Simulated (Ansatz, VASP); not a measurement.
Fe in VASP and in Ansatz

Contents of INCAR:

```
SYSTEM = Fe
PREC = Accurate
ENCUT = 520
EDIFF = 1E-6
ISMEAR = 0
SIGMA = 0.1
LREAL = .False.
LASPH = .True.
NELM = 150
ALGO = Normal
ISIF = 2
LWAVE = .False.
LCHARG = .True.
ISPIN = 2
MAGMOM = 4
LORBIT = 11
LMAXMIX = 4
GGA = PE
LELF = .True.
LVHAR = .True.
NBANDS = 14
```

The input KPOINTS:

```
Automatic mesh
0
Gamma
  20 20 20
  0 0 0
```

POSCAR

```
Fe
1.0
    0.0000000000      1.9672918273      1.9909647747
    1.5181582831      0.0000000000      1.9909647747
    1.5181582831      1.9672918273      0.0000000000
Fe
1
Direct
    0.0000000000      0.0000000000      0.0000000000
```

Input for Ansatz:

```yaml
crystal:
  lattice:
    - [0.0, 1.9672918273, 1.9909647747]
    - [1.5181582831, 0.0, 1.9909647747]
    - [1.5181582831, 1.9672918273, 0.0]
  atoms:
    - { symbol: Fe, position: [0.0, 0.0, 0.0], spin: 4.0 }
basis:
  ecutwfc: 420
kpoints:
  mp_grid: { grid: [20, 20, 20] }
hamiltonian:
  xc: pbe
scf:
  occupations: { method: gaussian, width: 0.1 }
  lower_state_search: "off"
output:
  forces: true
  stress: true
  eigenvalues: true
  populations: true
  write_density: true
  write_potential: true
  elf: true
  volumetric_format: npy
magnetization:
  spin_polarized: true
```

Alike in both runs: task single point; functional PBE; k mesh 20 × 20 × 20; occupations gaussian, width 0.1 eV; collinear spin.

|  | VASP | Ansatz |
| --- | --- | --- |
| version | VASP 6.6.1 | Ansatz 0.2.0 |
| potentials or method | VASP PAW PBE potentials, release 64 (Fe), cutoff 520 eV | scalar-relativistic, plane waves, PAW |
| valence electrons in the cell | 8 | 16 |

|  | VASP | Ansatz | Ansatz less VASP |
| --- | --- | --- | --- |
| gap on the k mesh at the Fermi level (eV) | none | none | - |
| pressure (GPa) | -7.0 | -7.1 | -0.14 |
| traceless stress, the component that is largest in VASP (GPa) | -4.52 | -4.58 | -0.061 |
| net moment per atom (μB) | 2.29 | 2.27 | -0.021 |
| size of the moment on the site where the two differ most (μB) | 2.30 | 2.32 | +0.025 |

Site moments also hang on the region over which each program counts them. A gap of «none» marks a metal or a gap that the smearing closes. The functional is the same, so the differences come from potentials, cutoffs and numerics. VASP's potentials hold 8 valence electrons a cell and Ansatz's 16, so a difference there can come from the potentials and not from the codes.
